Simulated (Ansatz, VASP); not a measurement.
# Nb4H: VASP beside Ansatz

The input INCAR:

```
PREC     = Accurate       # precision mode
ENCUT    = 520            # plane-wave cutoff, eV
EDIFF    = 1E-6           # SCF threshold, eV
ISMEAR   = 0              # smearing method
SIGMA    = 0.1            # smearing width, eV
LREAL    = False          # projectors in reciprocal space
LASPH    = True           # aspherical terms in the spheres
NELM     = 100            # most SCF steps
ALGO     = Normal         # electronic algorithm
ISIF     = 2              # what is computed and relaxed
LWAVE    = False          # write WAVECAR
LCHARG   = True           # write CHGCAR
LDIPOL   = True         
IDIPOL   = 3            
DIPOL    = 0.5 0.5 0.334
LELF     = True           # ELF
LVHAR    = True         
LVACPOTAV= True         
NBANDS   = 34             # bands
```

The input KPOINTS:

```
Automatic mesh
0
Gamma
  9 7 1
```

The input POSCAR:

```
Nb4H
1.0
    2.9270177669      0.0000000000      0.0000000000
    0.0000000000      4.1394282232      0.0000000000
    0.0000000000      0.0000000000     21.2576690685
Nb H
4 1
Direct
    0.5000000000      0.5000000000      0.1881673850
    0.0000000000      0.0000000000      0.2570135449
    0.5000000000      0.5000000000      0.3306382692
    0.0000000000      0.0000000000      0.3884559987
    0.0000000000      0.3333333333      0.5065310328
```

Input for Ansatz:

```yaml
crystal:
  lattice:
    - [2.9270177669, 0.0, 0.0]
    - [0.0, 4.1394282232, 0.0]
    - [0.0, 0.0, 21.2576690685]
  atoms:
    - { symbol: Nb, position: [0.5, 0.5, 0.188167385] }
    - { symbol: Nb, position: [0.0, 0.0, 0.2570135449] }
    - { symbol: Nb, position: [0.5, 0.5, 0.3306382692] }
    - { symbol: Nb, position: [0.0, 0.0, 0.3884559987] }
    - { symbol: H, position: [0.0, 0.3333333333, 0.5065310328] }
basis:
  ecutwfc: 420
kpoints:
  mp_grid: { grid: [9, 7, 1] }
hamiltonian:
  xc: lda
scf:
  occupations: { method: gaussian, width: 0.1 }
output:
  forces: true
  eigenvalues: true
efield:
  axis: 3
  dipole_correction: true
  ramp_width: 0.04
```

Alike in both runs: task single point; functional LDA; k mesh 9 × 7 × 1; occupations gaussian, width 0.1 eV; no spin polarisation.

```csv
,VASP,Ansatz
version,VASP 6.6.1,Ansatz 0.2.0
potentials or method,"VASP PAW LDA potentials, release 64 (Nb_sv, H), cutoff 520 eV","scalar-relativistic, plane waves, PAW"
valence electrons in the cell,53,53
```

|  | VASP | Ansatz | Ansatz less VASP |
| --- | --- | --- | --- |
| gap on the k mesh at the Fermi level (eV) | none | none | - |
| rms of the force components (eV/Å) | 0.721 | 0.720 | -0.0007 |
| work function, face that differs most (eV) | 6.24 | 6.23 | -0.008 |

LDA's correlation is that of Perdew and Zunger in VASP and of Perdew and Wang (1992) in Ansatz. Atom by atom the forces differ by 0.001 eV/Å (rms over components). A gap of «none» marks a metal or a gap that the smearing closes.
